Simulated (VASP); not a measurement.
Ag2HCl2, 5 atoms in the cell. The cell holds a slab with vacuum, 5 atoms: a = 3.897 Å, b = 3.897 Å, c = 20.148 Å, α = 90.00°, β = 90.00°, γ = 90.00°. 

| Property | Result |
| --- | --- |
| Program | VASP 6.6.1 |
| Task | single point |
| Functional | PBE |
| Dispersion | D3(BJ) |
| Potentials or basis | VASP PAW PBE potentials, release 64 (Ag, Cl, H) |
| Cutoff | 520 eV |
| k mesh | 7 × 7 × 1 |
| Occupations | gaussian, width 0.05 eV |
| Spin | collinear spin |
| Starting moments | [0.0, 0.0, 0.0, 0.0, 1.0] μB |
| Dipole correction | yes |
| Further INCAR settings | ALGO = Normal; EDIFF = 1e-06; NBANDS = 30 |

Potentials or basis: VASP PAW PBE potentials, release 64 (Ag, Cl, H).

Launch:

```bash
$ cat potpaw_PBE.64/Ag/POTCAR potpaw_PBE.64/Cl/POTCAR potpaw_PBE.64/H/POTCAR > POTCAR
$ mpirun -np 1 vasp_std > vasp.out
```

Hardware: 1 thread of Intel(R) Xeon(R) 6975P-C (Granite Rapids), with other jobs on the host.

Problem. Estimate the wall time of this run.

Solution. Run time: 4.5 min on 1 thread of Intel(R) Xeon(R) 6975P-C (Granite Rapids), with other jobs on the host, peak memory 0.59 GiB. Counts: scf iterations 27, k points 16.
